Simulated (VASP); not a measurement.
Li2Se: density of states with PBE

Li2Se:

```
Li Se
1.0
     0.00000    3.00250    3.00250
     3.00250    0.00000    3.00250
     3.00250    3.00250    0.00000
Li Se
2 1
Direct
  0.25000 0.25000 0.25000
  0.75000 0.75000 0.75000
  0.00000 0.00000 0.00000
```

```json
{"Program": "VASP 6.6.1", "Task": "density of states", "Functional": "PBE", "Potentials or basis": "VASP PAW PBE potentials, release 64 (Li_sv, Se)", "Cutoff": "650 eV", "k mesh": "8 × 8 × 8", "Occupations": "fermi-dirac, width 0.02 eV", "Spin": "no spin polarisation", "Dipole correction": "no", "k mesh for the DOS": "12 × 12 × 12", "Occupations for the DOS": "tetrahedron", "Further INCAR settings": "ALGO = Normal; EDIFF = 1e-06; NBANDS = 13"}
```

```
Valence electrons inside the program's atomic spheres : Li 2.07; Se 3.92
```

Levels at points of the mesh, in eV from the valence-band top:
| k point | band 4 | band 5 | band 6 | band 7 | band 8 | band 9 |
| --- | --- | --- | --- | --- | --- | --- |
| (0.00, 0.00, 0.00) | 0.00 | 0.00 | 0.00 | 3.39 | 5.62 | 5.62 |
| (0.50, 0.00, 0.00) | -2.90 | -0.53 | -0.53 | 5.11 | 5.96 | 5.96 |
| (0.50, 0.50, 0.00) | -2.27 | -1.44 | -1.44 | 2.97 | 6.17 | 10.31 |

It took 62 s on 1 thread of Intel(R) Xeon(R) Platinum 8375C CPU @ 2.90GHz (Ice Lake) (shared host), peak memory 0.22 GiB.
